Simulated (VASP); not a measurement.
Runs of VASP 6.6.1 on NaI. The structure is that of space group I4/mmm (No. 139), or close to it. The cells are those of the table. 

| cell | gap on the mesh (eV) | pressure (GPa) |
| --- | --- | --- |
| a = 4.459, b = 4.459, c = 4.972 Å, angles 56.1, 56.1, 67.8°, 2 atoms | 4.37 | (a) |
| a = 4.456, b = 4.456, c = 5.284 Å, angles 53.6, 53.6, 72.7°, 2 atoms | (b) | (c) |
| a = 4.449, b = 4.449, c = 5.138 Å, angles 54.7, 54.7, 70.5°, 2 atoms | 4.37 | 6.6 |
| a = 4.548, b = 4.548, c = 4.640 Å, angles 59.3, 59.3, 61.3°, 2 atoms | 4.42 | -0.1 |
| a = 4.994, b = 4.994, c = 4.078 Å, angles 65.9, 65.9, 48.2°, 2 atoms | 4.40 | 4.3 |

Alike in all rows: task single point; level r2SCAN; potentials or basis VASP PAW PBE potentials, release 64 (Na_pv, I); no spin polarisation; k mesh 8 × 8 × 8; cutoff (eV) 520; smearing gaussian 0.05 eV.

Problem. Fill in the values left out.

Solution. (a) 3.0; (b) 4.35; (c) 11.3.

Caveats: the PAW data sets were made with another functional, which shifts forces and pressure a little; spin-orbit coupling is left out, which moves the levels of the heavy elements; the cell stands under pressure (at least some runs).

A k mesh can miss the band edges, and the runs leave out spin-orbit coupling on I.
